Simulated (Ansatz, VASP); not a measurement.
One calculation of BaTiO3, two programs

```
CELL_PARAMETERS angstrom
4.15379 0.00000 0.00000
0.00000 4.15379 0.00000
0.00000 0.00000 4.17269
ATOMIC_POSITIONS crystal
Ba 0.00000 0.00000 0.00000
Ti 0.50000 0.50000 0.49000
O 0.50000 0.50000 0.01900
O 0.50000 0.00000 0.51700
O 0.00000 0.50000 0.51700
```

Alike in both runs: task single point; functional PBE; k mesh 6 × 6 × 6; no spin polarisation.

```csv
,VASP,Ansatz
version,VASP 6.6.1,Ansatz 0.2.0
potentials or method,"VASP PAW PBE potentials, release 64 (Ba_sv, Ti_sv, O), cutoff 520 eV","plane waves, PAW"
occupations,"gaussian, width 0.01 eV",fixed
valence electrons in the cell,40,40
```

|  | VASP | Ansatz | Ansatz less VASP |
| --- | --- | --- | --- |
| pressure (GPa) | -11.6 | -12.7 | -1.13 |
| traceless stress, the component that is largest in VASP (GPa) | 0.36 | 0.34 | -0.024 |

Spin-orbit coupling is off throughout.
